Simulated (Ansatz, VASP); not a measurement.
**MnHg: VASP beside Ansatz**

The input INCAR:

```
SYSTEM = MnHg
  PREC = Accurate
  ENCUT = 520
  EDIFF = 1E-6
  ISMEAR = -1
  SIGMA = 0.05
  LREAL = .False.
  LASPH = .True.
  NELM = 150
  ALGO = Normal
  ISIF = 2
  LWAVE = .False.
  LCHARG = .False.
  ISPIN = 2
  MAGMOM = 0 5
  LORBIT = 11
  NUPDOWN = 5.0
  LMAXMIX = 4
  GGA = PE
  NBANDS = 24
```

KPOINTS

```
Automatic mesh
0
Gamma
  7 7 7
  0 0 0
```

File POSCAR:

```
MnHg
1.0
    3.3150000000      0.0000000000      0.0000000000
    0.0000000000      3.3150000000      0.0000000000
    0.0000000000      0.0000000000      3.3150000000
Hg Mn
1 1
Direct
    0.0000000000      0.0000000000      0.0000000000
    0.5000000000      0.5000000000      0.5000000000
```

input.yaml

```yaml
crystal:
  lattice:
    - [3.315, 0.0, 0.0]
    - [0.0, 3.315, 0.0]
    - [0.0, 0.0, 3.315]
  atoms:
    - { symbol: Hg, position: [0.0, 0.0, 0.0] }
    - { symbol: Mn, position: [0.5, 0.5, 0.5], spin: 5.0 }
hamiltonian:
  xc: pbe
  pseudopotentials: { kind: paw }
magnetization:
  spin_polarized: true
  initial_magnetization: 5.0
  spin_locking: { lock_magnetization: hard }
kpoints:
  mp_grid: { grid: [7, 7, 7] }
scf:
  occupations: { method: fermi_dirac, width: 0.05 }
  lower_state_search: "off"
output:
  forces: true
  stress: true
  eigenvalues: true
```

Alike in both runs: task single point; functional PBE; k mesh 7 × 7 × 7; occupations fermi-dirac, width 0.05 eV; collinear spin; fixed moment 5 μB.

|  | VASP | Ansatz |
| --- | --- | --- |
| version | VASP 6.6.1 | Ansatz 0.2.0 |
| potentials or method | VASP PAW PBE potentials, release 64 (Hg, Mn_pv) | Ansatz PAW |
| plane-wave cutoff (eV) | 520 | 420 |
| valence electrons in the cell | 25 | 35 |

VASP gave:

```
pressure (GPa)                                                : 10.1
net moment per atom (μB)                                      : 2.50
size of the moment on the site where the two differ most (μB) : 4.33
```

Estimate Ansatz's values.

pressure (GPa): 9.8; net moment per atom (μB): 2.50; size of the moment on the site where the two differ most (μB): 4.42.

Site moments also hang on the region over which each program counts them. VASP's potentials hold 25 valence electrons a cell and Ansatz's 35, so a difference there can come from the potentials and not from the codes.

Neither program's run includes spin-orbit coupling.
